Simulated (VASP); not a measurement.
The system is BaTiO3.

```xyz
5
Lattice="3.9841 0.0000 0.0000 0.0000 2.8371 2.8458 0.0000 -2.8371 2.8458" Properties=species:S:1:pos:R:3 pbc="T T T"
Ba    0.0000    0.0000    0.0000
Ti    1.9921    0.0000    2.8908
O     0.0000    0.0000    2.8008
O     1.9921   -1.3936    4.2579
O     1.9921    1.3936    4.2579
```

```yaml
Program: VASP 6.6.1
Task: relaxation of cell and atoms
Functional: PBE
Potentials_or_basis: VASP PAW PBE potentials, release 64 (Ba_sv, Ti_sv, O)
Cutoff: 600 eV
k_mesh: 8 × 8 × 8
Occupations: gaussian, width 0.02 eV
Spin: no spin polarisation
```

At the start: pressure 3.5 GPa; volume 12.87 Å³/atom.

Task: Where does the relaxation end?

Result: Over 22 steps the energy falls by 15.3 meV/atom and the volume is 13.54 Å³/atom (+5.2 %); space group Pm-3m (No. 221, to 0.1 Å) before, Amm2 (No. 38, to 0.1 Å).

Step by step:
| step | energy change (eV) | largest force (eV/Å) | pressure (GPa) | volume (Å³) |
| --- | --- | --- | --- | --- |
| 1 | 0.0000 | 0.1828 | 3.53 | 64.33 |
| 2 | -0.0109 | 0.3587 | -2.87 | 67.01 |
| 3 | -0.0192 | 0.2835 | -0.46 | 65.92 |
| 4 | -0.0291 | 0.3265 | -0.32 | 66.01 |
| 5 | -0.0486 | 0.1575 | 0.63 | 66.26 |
| 6 | -0.0550 | 0.1395 | 0.50 | 66.52 |
| 7 | -0.0614 | 0.2361 | 0.44 | 67.31 |
| 8 | -0.0685 | 0.1566 | -0.57 | 67.77 |
| 9 | -0.0691 | 0.1496 | -0.94 | 67.94 |
| 10 | -0.0724 | 0.1421 | 0.03 | 67.54 |
| 11 | -0.0725 | 0.1400 | 0.35 | 67.41 |
| 12 | -0.0742 | 0.1027 | 0.19 | 67.47 |
| 13 | -0.0756 | 0.1039 | -0.20 | 67.61 |
| 14 | -0.0762 | 0.0247 | 0.33 | 67.50 |
| 15 | -0.0763 | 0.0234 | 0.19 | 67.53 |
| 16 | -0.0764 | 0.0132 | -0.08 | 67.68 |
| 17 | -0.0764 | 0.0138 | -0.06 | 67.66 |
| 18 | -0.0764 | 0.0146 | -0.03 | 67.65 |
| 19 | -0.0764 | 0.0073 | 0.03 | 67.65 |
| 20 | -0.0764 | 0.0069 | 0.05 | 67.65 |
| 21 | -0.0765 | 0.0008 | 0.04 | 67.68 |
| 22 | -0.0765 | 0.0030 | -0.02 | 67.69 |

Final structure:
```yaml
crystal:
  lattice:
    - [3.98061, 0.00000, 0.00000]
    - [0.00000, 2.90346, 2.92830]
    - [0.00000, -2.90346, 2.92830]
  atoms:
    - { symbol: Ba, position: [0.00000, 0.01078, 0.01078] }
    - { symbol: Ti, position: [0.50000, 0.52822, 0.52822] }
    - { symbol: O, position: [0.00000, 0.48763, 0.48763] }
    - { symbol: O, position: [0.50000, 0.49389, 0.97571] }
    - { symbol: O, position: [0.50000, 0.97571, 0.49389] }
```
